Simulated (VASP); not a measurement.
# Ag (I4/mmm) in VASP: notebook, part 2 of 2

VASP 6.6.1. Earlier steps stand in the parts before.

### 3 Single point, PBE (strain +0.1125 x Voigt [1, 1, 0, 0, 0, 0])

File INCAR:

```
SYSTEM = Ag
PREC = Accurate ; ENCUT = 520
EDIFF = 1E-6 ; ISMEAR = 0
SIGMA = 0.15 ; LREAL = .False.
LASPH = .True. ; NELM = 60
ALGO = Fast ; ISIF = 2
LWAVE = .False. ; LCHARG = .False.
GGA = PE ; NBANDS = 12
```

File KPOINTS:

```
regular mesh
0
Gamma
  20 20 20
  0 0 0
```

File POSCAR:

```
Ag
1.0
    0.0000000000      2.2729487500      2.0431000000
    2.2729487500      0.0000000000      2.0431000000
    2.2729487500      2.2729487500      0.0000000000
Ag
1
Direct
    0.0000000000      0.0000000000      0.0000000000
```

Potentials or basis: VASP PAW PBE potentials, release 64 (Ag).

The run is started by

```bash
$ cat potpaw_PBE.64/Ag/POTCAR > POTCAR
$ mpirun -np 1 vasp_std > vasp.out
```

OUTCAR:

```text
SYSTEM = Ag
   PREC = Accurate
   ENCUT = 520
   EDIFF = 1E-6
   ISMEAR = 0
   LREAL = .False.
   LASPH = .True.
   NELM = 60
   ISIF = 2
   GGA = PE

 ion  position               nearest neighbor table
   1  0.000  0.000  0.000-

  LATTYP: Found a body centered tetragonal cell.
 ALAT       =     3.2144349488
 C/A-ratio  =     1.2712032021

  Lattice vectors:

 A1 = (   0.0000000000,  -2.2729487500,  -2.0431000000)
 A2 = (   0.0000000000,   2.2729487500,  -2.0431000000)
 A3 = (   2.2729487500,   0.0000000000,   2.0431000000)

Analysis of symmetry for initial positions (statically):
=====================================================================
 Subroutine PRICEL returns:
 Original cell was already a primitive cell.

 Routine SETGRP: Setting up the symmetry group for a
 body centered tetragonal supercell.

 Subroutine GETGRP returns: Found 16 space group operations
 (whereof 16 operations were pure point group operations)
 out of a pool of 16 trial point group operations.

The static configuration has the point symmetry D_4h.

Analysis of symmetry for dynamics (positions and initial velocities):
=====================================================================
 Subroutine PRICEL returns:
 Original cell was already a primitive cell.

 Routine SETGRP: Setting up the symmetry group for a
 body centered tetragonal supercell.

 Subroutine GETGRP returns: Found 16 space group operations
 (whereof 16 operations were pure point group operations)
 out of a pool of 16 trial point group operations.

The dynamic configuration has the point symmetry D_4h.

 Subroutine INISYM returns: Found 16 space group operations
 (whereof 16 operations are pure point group operations),
 and found     1 'primitive' translations

----------------------------------------------------------------------------------------

                                     Primitive cell

  volume of cell :      21.1105
[... 109 lines left out ...]
  Fermi-wavevector in a.u.,A,eV,Ry     =   1.317365  2.489459 23.612235  1.735450
  Thomas-Fermi vector in A             =   2.447411
   LORBIT       =      0    0 simple, 1 ext, 2 COOP (PROOUT), +10 PAW based schemes
   GGA     = PE    functional components
   LHFCALC =     F    Hartree Fock is set to
   AEXX    =    0.0000 exact exchange contribution
   IVDW    =     0    specifies the selected vdW correction
   LEPSILON=     F    determine dielectric tensor
   LRPA    =     F    only Hartree local field effects (RPA)
 non-spin polarized calculation
 RMM-DIIS sequential band-by-band and
 Gauss-broadening in eV      SIGMA  =   0.15
  energy-cutoff  :      520.00
  volume of cell :       21.11
 maximum number of plane-waves:       588
   NGX = 11   NGY = 11   NGZ = 11

 number of electron      11.0000001 magnetization

 Free energy of the ion-electron system (eV)
  ---------------------------------------------------
  ext. energy  EPLUGINS =         0.00000000
  ---------------------------------------------------
  free energy    TOTEN  =        -2.59840875 eV

  energy without entropy =       -2.59503177  energy(sigma->0) =       -2.59672026

 E-fermi :   5.8292     XC(G=0): -10.9809

 val. band max:        5.8264347162   @ k =   0.5000   0.1000   0.3500
 cond. band min:       5.8360916576   @ k =   0.5000   0.2000   0.1000
 fundamental gap:      0.0096569415
 Fermi energy:         5.8291782700

 k-point     1 :       0.0000    0.0000    0.0000
  band No.  band energies     occupation
      1      -0.5361      2.00000
      2       1.5242      2.00000
      3       1.5242      2.00000
      4       1.9491      2.00000
      5       2.1056      2.00000
      6       2.5371      2.00000
      7      21.3679      0.00000
      8      23.3897      0.00000
      9      23.3897      0.00000
     10      24.0043      0.00000
     11      27.5737      0.00000
     12      27.9125      0.00000
[... 331 lines left out ...]
 k-point    24 :      -0.3500    0.0500    0.0000
  band No.  band energies     occupation
      1       0.6743      2.00000
      2       1.5134      2.00000
      3       1.8975      2.00000
      4       2.6051      2.00000
      5       2.7054      2.00000
      6       3.7911      2.00000
      7      11.6892      0.00000
      8      20.4547      0.00000
      9      21.3934      0.00000
     10      22.0983      0.00000
     11      24.9434      0.00000
     12      25.7787      0.00000

 [... further k-points ...]
[... 5 lines left out ...]
  --------------------------------------------------------------------------------------
  -------------------------------------------------------------------------------------
  Total       -1.2598683     -1.2598683     -1.1251205      0.0000000     -0.0000000      0.0000000
  in kB      -95.6173785    -95.6173785    -85.3907267      0.0000000     -0.0000000      0.0000000
  external PRESSURE =     -92.2084946 kB  Pullay stress =       0.0000000 kB

 VOLUME and BASIS-vectors are now :
 -----------------------------------------------------------------------------
  energy-cutoff  :      520.00
  volume of cell :       21.11
      direct lattice vectors                 reciprocal lattice vectors
     0.000000000  2.272948750  2.043100000    -0.219978563  0.219978563  0.244726151
     2.272948750  0.000000000  2.043100000     0.219978563 -0.219978563  0.244726151
     2.272948750  2.272948750  0.000000000     0.219978563  0.219978563 -0.244726151

 POSITION                                       TOTAL-FORCE (eV/Angst)
 -----------------------------------------------------------------------------------
      0.00000      0.00000      0.00000         0.000000      0.000000      0.000000
 -----------------------------------------------------------------------------------
    total drift:                               -0.000000      0.000000     -0.000000

  FREE ENERGIE OF THE ION-ELECTRON SYSTEM (eV)
  ---------------------------------------------------
  free  energy   TOTEN  =        -2.5984087522 eV

  energy  without entropy=       -2.5950317703  energy(sigma->0) =       -2.59672026
```

OSZICAR:

```text
N       E                     dE             d eps       ncg     rms          rms(c)
DAV:   1     0.513426023734E+02    0.51343E+02   -0.53195E+03 15544   0.801E+02
DAV:   2    -0.197301741241E+01   -0.53316E+02   -0.50110E+02 17592   0.184E+02
DAV:   3    -0.277586525288E+01   -0.80285E+00   -0.80232E+00 18216   0.244E+01
DAV:   4    -0.277849180217E+01   -0.26265E-02   -0.26264E-02 17448   0.146E+00
DAV:   5    -0.277851677115E+01   -0.24969E-04   -0.24969E-04 18232   0.130E-01    0.309E+00
RMM:   6    -0.260143873049E+01    0.17708E+00   -0.33598E-01 15436   0.509E+00    0.217E+00
RMM:   7    -0.259944946080E+01    0.19893E-02   -0.51298E-03 16902   0.791E-01    0.135E+00
RMM:   8    -0.259842006774E+01    0.10294E-02   -0.57090E-04 16437   0.240E-01    0.150E-01
RMM:   9    -0.259840164266E+01    0.18425E-04   -0.63119E-05 18052   0.670E-02    0.550E-02
RMM:  10    -0.259840809268E+01   -0.64500E-05   -0.13375E-05 17187   0.334E-02    0.774E-03
RMM:  11    -0.259840875224E+01   -0.65956E-06   -0.25483E-06 14344   0.123E-02
   1 F= -.25984088E+01 E0= -.25967203E+01  d E =-.337698E-02
```

Wall time 63 s (1 thread of Intel Xeon Platinum 8488C (Sapphire Rapids), shared host); peak memory 0.26 GiB.

What came out:

```yaml
Free_energy: -2.5984 eV
Pressure: -9.2 GPa
```

Levels at points of the mesh, in eV from the Fermi level:
| k point | band 2 | band 3 | band 4 | band 5 | band 6 | band 7 | band 8 | band 9 | band 10 | band 11 |
| --- | --- | --- | --- | --- | --- | --- | --- | --- | --- | --- |
| (0.00, 0.00, 0.00) | -4.30 | -4.30 | -3.88 | -3.72 | -3.29 | 15.54 | 17.56 | 17.56 | 18.18 | 21.74 |
| (0.50, 0.00, 0.00) | -4.41 | -3.96 | -3.05 | -2.83 | 0.14 | 2.58 | 13.99 | 14.56 | 17.64 | 19.06 |
| (0.50, 0.50, 0.00) | -5.20 | -2.95 | -2.77 | -2.77 | 2.89 | 6.79 | 8.48 | 8.48 | 13.46 | 13.80 |
| (0.50, 0.00, 0.50) | -5.18 | -2.99 | -2.96 | -2.67 | 1.29 | 4.48 | 10.20 | 10.28 | 15.40 | 15.43 |

Caveat: the cell differs from its parent crystal (strain +0.1125 x Voigt [1, 1, 0, 0, 0, 0]).

### 4 Single point, PBE (strain +0.1312 x Voigt [1, 1, 0, 0, 0, 0])

File INCAR:

```
SYSTEM = Ag
PREC     = Accurate       ! precision mode
ENCUT    = 520            ! plane-wave cutoff, eV
EDIFF    = 1E-7           ! SCF threshold, eV
ISMEAR   = 0              ! smearing method
SIGMA    = 0.15           ! smearing width, eV
LREAL    = .False.        ! projectors in reciprocal space
LASPH    = .True.         ! aspherical terms in the spheres
NELM     = 80             ! most SCF steps
ALGO     = Fast           ! electronic algorithm
ISIF     = 2              ! what is computed and relaxed
LWAVE    = .False.        ! write WAVECAR
LCHARG   = .False.        ! write CHGCAR
GGA      = PE             ! functional
NBANDS   = 12             ! bands
```

KPOINTS is that of step 3.

File POSCAR:

```
Ag
1.0
    0.0000000000      2.3111547200      2.0431000000
    2.3111547200      0.0000000000      2.0431000000
    2.3111547200      2.3111547200      0.0000000000
Ag
1
Direct
    0.0000000000      0.0000000000      0.0000000000
```

The run is started by

```bash
$ cat potpaw_PBE.64/Ag/POTCAR > POTCAR
$ mpirun -np 1 vasp_std > vasp.out
```

It took 73 s on 1 thread of Intel Xeon Platinum 8488C (Sapphire Rapids), shared host; peak memory 0.27 GiB.

It converged, with:

* Free energy: -2.5542 eV
* Pressure: -10.0 GPa

Stress tensor (GPa, compression positive):
```
-10.31   0.00   0.00
  0.00 -10.31   0.00
  0.00   0.00  -9.44
```

Levels at points of the mesh, in eV from the Fermi level:
```csv
k point,band 2,band 3,band 4,band 5,band 6,band 7,band 8,band 9,band 10,band 11
"(0.00, 0.00, 0.00)",-4.23,-4.23,-3.78,-3.71,-3.25,15.47,17.28,17.28,17.88,21.27
"(0.50, 0.00, 0.00)",-4.35,-3.86,-3.06,-2.81,0.21,2.45,13.72,14.09,17.69,18.53
"(0.50, 0.50, 0.00)",-5.06,-2.94,-2.78,-2.78,3.07,6.79,8.18,8.18,12.93,13.35
"(0.50, 0.00, 0.50)",-5.03,-3.00,-2.98,-2.67,1.25,4.19,10.13,10.24,15.17,15.20
```

Caveat: the cell differs from its parent crystal (strain +0.1312 x Voigt [1, 1, 0, 0, 0, 0]).

### 5 Single point, PBE (strain +0.1500 x Voigt [1, 1, 0, 0, 0, 0])

File INCAR:

```
SYSTEM = Ag
ALGO     = Fast           ! electronic algorithm
EDIFF    = 1E-6           ! SCF threshold, eV
ENCUT    = 520            ! plane-wave cutoff, eV
GGA      = PE             ! functional
ISIF     = 2              ! what is computed and relaxed
ISMEAR   = 0              ! smearing method
LASPH    = .TRUE.         ! aspherical terms in the spheres
LCHARG   = .FALSE.        ! write CHGCAR
LREAL    = .FALSE.        ! projectors in reciprocal space
LWAVE    = .FALSE.        ! write WAVECAR
NBANDS   = 12             ! bands
NELM     = 60             ! most SCF steps
PREC     = Accurate       ! precision mode
SIGMA    = 0.15           ! smearing width, eV
```

File KPOINTS:

```
k-points
0
G
  20 20 20
  0 0 0
```

File POSCAR:

```
Ag
1.0
    0.0000000000      2.3495650000      2.0431000000
    2.3495650000      0.0000000000      2.0431000000
    2.3495650000      2.3495650000      0.0000000000
Ag
1
Direct
    0.0000000000      0.0000000000      0.0000000000
```

Potentials or basis: VASP PAW PBE potentials, release 64 (Ag).

The run is started by

```bash
$ cat potpaw_PBE.64/Ag/POTCAR > POTCAR
$ mpirun -np 1 vasp_std > vasp.out
```

OUTCAR:

```text
SYSTEM = Ag
   EDIFF = 1E-6
   ENCUT = 520
   GGA = PE
   ISIF = 2
   ISMEAR = 0
   LASPH = .TRUE.
   LREAL = .FALSE.
   NELM = 60
   PREC = Accurate

 ion  position               nearest neighbor table
   1  0.000  0.000  0.000-

  LATTYP: Found a body centered tetragonal cell.
 ALAT       =     3.3227866887
 C/A-ratio  =     1.2297509238

  Lattice vectors:

 A1 = (   0.0000000000,  -2.3495650000,  -2.0431000000)
 A2 = (   0.0000000000,   2.3495650000,  -2.0431000000)
 A3 = (   2.3495650000,   0.0000000000,   2.0431000000)

Analysis of symmetry for initial positions (statically):
=====================================================================
 Subroutine PRICEL returns:
 Original cell was already a primitive cell.

 Routine SETGRP: Setting up the symmetry group for a
 body centered tetragonal supercell.

 Subroutine GETGRP returns: Found 16 space group operations
 (whereof 16 operations were pure point group operations)
 out of a pool of 16 trial point group operations.

The static configuration has the point symmetry D_4h.

Analysis of symmetry for dynamics (positions and initial velocities):
=====================================================================
 Subroutine PRICEL returns:
 Original cell was already a primitive cell.

 Routine SETGRP: Setting up the symmetry group for a
 body centered tetragonal supercell.

 Subroutine GETGRP returns: Found 16 space group operations
 (whereof 16 operations were pure point group operations)
 out of a pool of 16 trial point group operations.

The dynamic configuration has the point symmetry D_4h.

 Subroutine INISYM returns: Found 16 space group operations
 (whereof 16 operations are pure point group operations),
 and found     1 'primitive' translations

----------------------------------------------------------------------------------------

                                     Primitive cell

[... 110 lines left out ...]
  Fermi-wavevector in a.u.,A,eV,Ry     =   1.288569  2.435042 22.591236  1.660409
  Thomas-Fermi vector in A             =   2.420514
   LORBIT       =      0    0 simple, 1 ext, 2 COOP (PROOUT), +10 PAW based schemes
   GGA     = PE    functional components
   LHFCALC =     F    Hartree Fock is set to
   AEXX    =    0.0000 exact exchange contribution
   IVDW    =     0    specifies the selected vdW correction
   LEPSILON=     F    determine dielectric tensor
   LRPA    =     F    only Hartree local field effects (RPA)
 non-spin polarized calculation
 RMM-DIIS sequential band-by-band and
 Gauss-broadening in eV      SIGMA  =   0.15
  energy-cutoff  :      520.00
  volume of cell :       22.56
 maximum number of plane-waves:       620
   NGX = 11   NGY = 11   NGZ = 13

 number of electron      11.0000000 magnetization

 Free energy of the ion-electron system (eV)
  ---------------------------------------------------
  ext. energy  EPLUGINS =         0.00000000
  ---------------------------------------------------
  free energy    TOTEN  =        -2.50602634 eV

  energy without entropy =       -2.50272952  energy(sigma->0) =       -2.50437793

 E-fermi :   5.1437     XC(G=0): -10.6195

 val. band max:        5.1426028266   @ k =  -0.3500   0.2000   0.0500
 cond. band min:       5.1464782370   @ k =   0.5000   0.0500   0.1000
 fundamental gap:      0.0038754103
 Fermi energy:         5.1436901744

 k-point     1 :       0.0000    0.0000    0.0000
  band No.  band energies     occupation
      1      -0.8376      2.00000
      2       0.9808      2.00000
      3       0.9808      2.00000
      4       1.4474      2.00000
      5       1.4594      2.00000
      6       1.9305      2.00000
      7      20.5386      0.00000
      8      22.1495      0.00000
      9      22.1495      0.00000
     10      22.7173      0.00000
     11      25.9636      0.00000
     12      26.5041      0.00000
[... 331 lines left out ...]
 k-point    24 :      -0.3500    0.0500    0.0000
  band No.  band energies     occupation
      1       0.2653      2.00000
      2       0.9407      2.00000
      3       1.3918      2.00000
      4       1.9559      2.00000
      5       2.0638      2.00000
      6       3.2041      2.00000
      7      10.7764      0.00000
      8      19.2006      0.00000
      9      19.6921      0.00000
     10      21.2869      0.00000
     11      23.2929      0.00000
     12      24.0538      0.00000

 [... further k-points ...]
[... 5 lines left out ...]
  --------------------------------------------------------------------------------------
  -------------------------------------------------------------------------------------
  Total       -1.5276668     -1.5276668     -1.4186077      0.0000000     -0.0000000      0.0000000
  in kB     -108.5037285   -108.5037285   -100.7577271      0.0000000     -0.0000000      0.0000000
  external PRESSURE =    -105.9217280 kB  Pullay stress =       0.0000000 kB

 VOLUME and BASIS-vectors are now :
 -----------------------------------------------------------------------------
  energy-cutoff  :      520.00
  volume of cell :       22.56
      direct lattice vectors                 reciprocal lattice vectors
     0.000000000  2.349565000  2.043100000    -0.212805349  0.212805349  0.244726151
     2.349565000  0.000000000  2.043100000     0.212805349 -0.212805349  0.244726151
     2.349565000  2.349565000  0.000000000     0.212805349  0.212805349 -0.244726151

 POSITION                                       TOTAL-FORCE (eV/Angst)
 -----------------------------------------------------------------------------------
      0.00000      0.00000      0.00000        -0.000000      0.000000      0.000000
 -----------------------------------------------------------------------------------
    total drift:                               -0.000000     -0.000000      0.000000

  FREE ENERGIE OF THE ION-ELECTRON SYSTEM (eV)
  ---------------------------------------------------
  free  energy   TOTEN  =        -2.5060263450 eV

  energy  without entropy=       -2.5027295171  energy(sigma->0) =       -2.50437793
```

stdout:

```text
POSCAR found type information on POSCAR Ag
 POSCAR found :  1 types and       1 ions
 scaLAPACK will be used
 LDA part: xc-table for (Slater+PW92), standard interpolation
 POSCAR, INCAR and KPOINTS ok, starting setup
 FFT: planning ... GRIDC
 FFT: planning ... GRID_SOFT
 FFT: planning ... GRID
 WAVECAR not read
 entering main loop
```

It took 71 s on 1 thread of Intel Xeon Platinum 8488C (Sapphire Rapids), shared host; peak memory 0.28 GiB.

What came out:

```yaml
Free_energy: -2.5060 eV
Pressure: -10.6 GPa
```

Stress tensor (GPa, compression positive):
```
-10.85   0.00   0.00
  0.00 -10.85   0.00
  0.00   0.00 -10.08
```

Caveat: the cell differs from its parent crystal (strain +0.1500 x Voigt [1, 1, 0, 0, 0, 0]).

### 6 Overview

| cell | further INCAR settings | gap on the mesh (eV) | pressure (GPa) |
| --- | --- | --- | --- |
| a = 2.732, b = 2.732, c = 2.564 Å, angles 62.0, 62.0, 56.0°, 1 atom | ALGO = Fast; EDIFF = 1e-07; NBANDS = 12 | none | 58.8 |
| a = 3.056, b = 3.056, c = 3.214 Å, angles 58.3, 58.3, 63.5°, 1 atom | ALGO = Fast; EDIFF = 1e-06; NBANDS = 12 | none | -9.2 |
| a = 3.085, b = 3.085, c = 3.268 Å, angles 58.0, 58.0, 64.0°, 1 atom | ALGO = Fast; EDIFF = 1e-07; NBANDS = 12 | none | -10.0 |
| a = 3.114, b = 3.114, c = 3.323 Å, angles 57.8, 57.8, 64.5°, 1 atom | ALGO = Fast; EDIFF = 1e-06; NBANDS = 12 | none | -10.6 |

Alike in all rows: task single point; level PBE; potentials or basis VASP PAW PBE potentials, release 64 (Ag); no spin polarisation; k mesh 20 × 20 × 20; cutoff (eV) 520; smearing gaussian 0.15 eV.

Absolute energies hang on the potentials; compare differences alone.
